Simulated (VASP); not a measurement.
Runs of VASP 6.6.1 on H5Pt. The structure is that of space group P6/mmm (No. 191), or close to it. The cells are those of the table. The cell was built from a structure type or drawn by symmetry, and may not be a known phase.

| task | cell | k mesh | cutoff (eV) | gap on the mesh (eV) | pressure (GPa) | relaxed volume (Å³/atom) |
| --- | --- | --- | --- | --- | --- | --- |
| single point | a = 3.443, b = 3.443, c = 5.588 Å, angles 90.0, 90.0, 120.0°, 6 atoms | 6 × 6 × 4 | 520 | none | 0.2 | - |
| relaxation of cell and atoms | relaxed from a = 3.779, b = 3.779, c = 4.241 Å, angles 90.0, 90.0, 120.0°, 6 atoms | 6 × 6 × 4 | 600 | none | 0.2 | 9.46 |
| single point | a = 3.446, b = 3.446, c = 5.859 Å, angles 90.0, 90.0, 120.0°, 6 atoms | 12 × 12 × 8 | 520 | none | 0.1 | - |
| relaxation of cell and atoms | relaxed from a = 3.443, b = 3.443, c = 5.588 Å, angles 90.0, 90.0, 120.0°, 6 atoms | 12 × 12 × 8 | 600 | none | 0.0 | (a) |

Alike in all rows: level PBE; potentials or basis VASP PAW PBE potentials, release 64 (H, Pt); no spin polarisation; smearing gaussian 0.1 eV.

Problem. Estimate the missing entries.

Solution. (a) 10.00.

Caveats: some runs use coarse meshes; spin-orbit coupling is left out, which moves the levels of the heavy elements; a cell axis changed by over 15 % at a fixed basis, so the end point is rough (at least some runs).

A k mesh can miss the band edges, and the runs leave out spin-orbit coupling on Pt.

A gap of «none» marks levels without a gap at the run's occupations.
